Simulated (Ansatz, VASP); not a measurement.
## Sr3HfBi in VASP and in Ansatz

Contents of INCAR:

```
PREC = Accurate ; ENCUT = 500
EDIFF = 1E-7 ; ISMEAR = 0
SIGMA = 0.1 ; LREAL = False
LASPH = True ; NELM = 120
ALGO = Normal ; ISIF = 3
LWAVE = False ; LCHARG = False
GGA = PE ; IBRION = 2
NSW = 100 ; EDIFFG = -0.01
GGA_COMPAT = False ; NELMIN = 4
KPAR = 4
```

The input KPOINTS:

```
Automatic mesh
0
Gamma
  10 10 6
```

POSCAR

```
Sr3HfBi
1.0
    6.5552455972     -2.0470369700      0.0000000000
    6.5552455972      2.0470369700      0.0000000000
   -5.9866071554      0.0000000000      7.2403040094
Sr Hf Bi
3 1 1
Direct
    0.9411378303      0.9411378303      0.9317934598
    0.7901556449      0.7901556449      0.1938669308
    0.6443100969      0.6443100969      0.4544844489
    0.4565540978      0.4565540978      0.6245948217
    0.1678423302      0.1678423302      0.7952603388
```

Input for Ansatz:

```yaml
crystal:
  lattice:
    - [6.5552455972, -2.04703697, 0.0]
    - [6.5552455972, 2.04703697, 0.0]
    - [-5.9866071554, 0.0, 7.2403040094]
  atoms:
    - { symbol: Sr, position: [0.9411378303, 0.9411378303, 0.9317934598] }
    - { symbol: Sr, position: [0.7901556449, 0.7901556449, 0.1938669308] }
    - { symbol: Sr, position: [0.6443100969, 0.6443100969, 0.4544844489] }
    - { symbol: Hf, position: [0.4565540978, 0.4565540978, 0.6245948217] }
    - { symbol: Bi, position: [0.1678423302, 0.1678423302, 0.7952603388] }
basis:
  ecutwfc: 420
kpoints:
  mp_grid: { grid: [10, 10, 6] }
hamiltonian:
  xc: pbe
scf:
  occupations: { method: gaussian, width: 0.1 }
output:
  forces: true
  stress: true
  eigenvalues: true
relax:
  adjacent_minimum: "off"
  f_tol: 0.01
  max_steps: 80
  cell: { stress_tol: 0.05 }
```

Alike in both runs: task relaxation of cell and atoms; functional PBE; k mesh 10 × 10 × 6; occupations gaussian, width 0.1 eV; no spin polarisation.

|  | VASP | Ansatz |
| --- | --- | --- |
| version | VASP 6.6.1 | Ansatz 0.2.0 |
| potentials or method | VASP PAW PBE potentials, release 64 (Sr_sv, Hf_pv, Bi_d), cutoff 500 eV | scalar-relativistic, plane waves, PAW |
| valence electrons in the cell | 55 | 71 |

Ansatz gave:

```
gap on the k mesh at the Fermi level, each at its own relaxed structure (eV) : none
relaxed volume (Å³/atom)                                                     : 38.87
relaxed cell length with the largest relative difference (Å)                 : 6.859
```

Q: Which values does VASP return?

A: gap on the k mesh at the Fermi level, each at its own relaxed structure (eV): none; relaxed volume (Å³/atom): 38.88; relaxed cell length with the largest relative difference (Å): 6.864.

A gap of «none» marks a metal or a gap that the smearing closes. VASP's potentials hold 55 valence electrons a cell and Ansatz's 71, so a difference there can come from the potentials and not from the codes.

Neither program's run includes spin-orbit coupling.
